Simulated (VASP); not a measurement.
A run of VASP 6.6.1:

POSCAR

```
Rh
1.0
    2.7309790000      0.0000000000      0.0000000000
   -1.3654900000      2.3650970000      0.0000000000
    0.0000000000      0.0000000000      4.4284890000
Rh
2
Direct
    0.6666666667      0.3333333333      0.7500000000
    0.3333333333      0.6666666667      0.2500000000
```

The input INCAR.step1:

```
SYSTEM = Rh
PREC = Accurate
ENCUT = 520
ISMEAR = -1
SIGMA = 0.1
LREAL = .False.
LASPH = .True.
NELM = 80
NBANDS = 22
GGA = PE
ALGO = Normal
EDIFF = 1E-4
LWAVE = .True.
LCHARG = .False.
```

INCAR.step2

```
SYSTEM = Rh
PREC = Accurate
ENCUT = 520
EDIFF = 1E-6
ISMEAR = -1
SIGMA = 0.1
LREAL = .False.
LASPH = .True.
NELM = 80
ALGO = Normal
ISIF = 2
LWAVE = .False.
LCHARG = .True.
METAGGA = R2SCAN
LMIXTAU = .True.
LELF = .True.
LVHAR = .True.
NBANDS = 22
ISTART = 1
```

The input KPOINTS:

```
Automatic mesh
0
Gamma
  12 12 7
  0 0 0
```

Potentials or basis: VASP PAW PBE potentials, release 64 (Rh_pv).

Command:

```console
$ cat potpaw_PBE.64/Rh_pv/POTCAR > POTCAR
$ cp INCAR.step1 INCAR
$ mpirun -np 1 vasp_std > vasp.out
$ cp INCAR.step2 INCAR
$ mpirun -np 1 vasp_std > vasp.out
```

Hardware: 1 thread of Intel Xeon 8259CL (shared host).

Task: How long does it take, and how much memory?

Result: Wall time 3.7 min on 1 thread of Intel Xeon 8259CL, on a shared host, peak memory 0.17 GiB. Counts: k points 76.
